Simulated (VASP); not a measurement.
Input of a VASP 6.6.1 run:

The input INCAR:

```
  PREC = Accurate
  ENCUT = 520
  EDIFF = 1E-7
  ISMEAR = 0
  SIGMA = 0.02
  LREAL = F
  LASPH = T
  NELM = 60
  ALGO = Normal
  ISIF = 2
  LWAVE = F
  LCHARG = F
  LDIPOL = T
  IDIPOL = 3
  DIPOL = 0.5 0.5 0.500
  GGA = PE
  IVDW = 12
  NBANDS = 28
```

File KPOINTS:

```
regular mesh
0
Gamma
  6 6 1
```

The input POSCAR:

```
PbO
1.0
    3.6910000000      0.0000000000      0.0000000000
    0.0000000000      3.6910000000      0.0000000000
    0.0000000000      0.0000000000     30.7493267952
Pb O
2 2
Direct
    0.5000000000      0.0000000000      0.4607471081
    0.0000000000      0.5000000000      0.5392528919
    0.0000000000      0.0000000000      0.5000000000
    0.5000000000      0.5000000000      0.5000000000
```

Potentials or basis: VASP PAW PBE potentials, release 64 (Pb_d, O).

Run with:

```sh
$ cat potpaw_PBE.64/Pb_d/POTCAR potpaw_PBE.64/O/POTCAR > POTCAR
$ mpirun -np 1 vasp_std > vasp.out
```

(1) What does it give for the largest force?

(2) Estimate the band gap on the k mesh.

Results:

(1) 2.620 eV/Å.

(2) 3.43 eV, indirect (least direct gap 3.47 eV).

Caveat: spin-orbit coupling is left out, which moves the levels of the heavy elements.
